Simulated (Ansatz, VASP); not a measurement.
**TiAl3: VASP beside Ansatz**

```xyz
4
Lattice="3.8137 0.0000 0.0000 0.0000 3.8137 0.0000 0.0000 0.0000 3.8137" Properties=species:S:1:pos:R:3 pbc="T T T"
Ti    0.0000    0.0000    0.0000
Al    1.9069    1.9069    0.0000
Al    1.9069    0.0000    1.9069
Al    0.0000    1.9069    1.9069
```

Alike in both runs: task single point; functional PBE; k mesh 10 × 10 × 10; occupations gaussian, width 0.1 eV; no spin polarisation.

|  | VASP | Ansatz |
| --- | --- | --- |
| version | VASP 6.6.1 | Ansatz 0.2.0 |
| potentials or method | VASP PAW PBE potentials, release 64 (Ti_sv, Al), cutoff 520 eV | scalar-relativistic, plane waves, PAW |
| valence electrons in the cell | 21 | 21 |

```csv
,VASP,Ansatz,Ansatz less VASP
gap on the k mesh at the Fermi level (eV),none,none,-
pressure (GPa),17.5,17.5,+0.05
```

A gap of «none» marks a metal or a gap that the smearing closes. With one functional, cell and mesh, what is left measures potentials, basis and numerics.
